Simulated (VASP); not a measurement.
SeO: single point with PBE

The system is SeO.

```
CELL_PARAMETERS angstrom
1.46621 -4.14720 0.00000
1.46621 4.14720 0.00000
0.00000 0.00000 5.64892
ATOMIC_POSITIONS crystal
Se 0.95266 0.04734 0.75000
Se 0.04734 0.95266 0.25000
O 0.75274 0.24726 0.75000
O 0.24726 0.75274 0.25000
```

```
Program             : VASP 6.6.1
Task                : single point
Functional          : PBE
Potentials or basis : VASP PAW PBE potentials, release 64 (Se, O)
Cutoff              : 520 eV
k mesh              : 16 × 16 × 8
Occupations         : gaussian, width 0.1 eV
Spin                : no spin polarisation
```

The pressure is 0.7 GPa. The largest force is 0.322 eV/Å and the band gap on the k mesh is zero (bands 12 and 13 overlap by 3.51 eV).

Forces in eV/Å, atoms in the order of the input:
```
Se   0.000 -0.316  0.000
Se   0.000  0.316  0.000
O    0.000  0.322  0.000
O    0.000 -0.322  0.000
```

Stress tensor (GPa, compression positive):
```
-0.11  0.00  0.00
 0.00  2.19  0.00
 0.00  0.00 -0.12
```

Levels at points of the mesh, in eV from the Fermi level:
```csv
k point,band 10,band 11,band 12,band 13,band 14,band 15
"(0.00, 0.00, 0.00)",-2.04,-1.43,2.08,2.30,3.17,4.89
"(0.50, 0.00, 0.00)",-3.09,-1.59,-1.02,-0.98,3.14,4.61
"(0.50, 0.50, 0.00)",-2.18,-1.44,1.48,2.36,2.82,3.70
"(0.00, 0.00, 0.50)",-2.13,0.07,0.07,2.57,2.57,5.07
"(0.50, 0.00, 0.50)",-3.16,-1.43,-1.43,0.58,0.58,5.08
"(0.50, 0.50, 0.50)",-2.38,-0.86,-0.86,2.65,2.65,3.21
```

Run time: 4.9 min on 1 thread of Intel(R) Xeon(R) 6975P-C (Granite Rapids), on a shared host, peak memory 0.54 GiB.
